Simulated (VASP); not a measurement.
## Be3Si: single point with r2SCAN

Crystal: Be3Si.

```xyz
4
Lattice="-1.6964 1.6964 3.4048 1.6964 -1.6964 3.4048 1.6964 1.6964 -3.4048" Properties=species:S:1:pos:R:3 pbc="T T T"
Be    0.0000    1.6964    1.7024
Be    1.6964    0.0000    1.7024
Be    0.0000    0.0000    3.4048
Si    0.0000    0.0000    0.0000
```

| Item | Value |
| --- | --- |
| Program | VASP 6.6.1 |
| Task | single point |
| Functional | r2SCAN |
| Potentials or basis | VASP PAW PBE potentials, release 64 (Be, Si) |
| Cutoff | 520 eV |
| k mesh | 8 × 8 × 8 |
| Occupations | fermi-dirac, width 0.02 eV |
| Spin | no spin polarisation |

```json
{"Pressure": "0.1 GPa", "Band gap on the k mesh": "zero (bands 5 and 6 overlap by 4.31 eV)"}
```

Stress tensor (GPa, compression positive):
```
-0.24  0.00  0.00
 0.00 -0.24  0.00
 0.00  0.00  0.79
```

Levels at points of the mesh, in eV from the Fermi level:
```
           k point  band 2  band 3  band 4  band 5  band 6  band 7  band 8  band 9
(0.00, 0.00, 0.00)   -3.74   -0.75   -0.75    0.07    0.07    0.78    1.02    2.14
(0.50, 0.00, 0.00)   -9.18   -4.34   -3.89    0.20    0.72    3.37    5.49    6.38
(0.50, 0.50, 0.00)   -7.48   -6.42   -5.70   -3.44   -1.72    2.66    3.16    5.80
(0.50, 0.50, 0.50)   -9.70   -3.59   -3.59    0.80    1.17    8.08    8.11    8.11
```

Run time: 40 s on 1 thread of Intel(R) Xeon(R) 6975P-C (Granite Rapids), on a shared host, peak memory 0.19 GiB.

Caveat: the PAW data sets were made with another functional, which shifts forces and pressure a little.
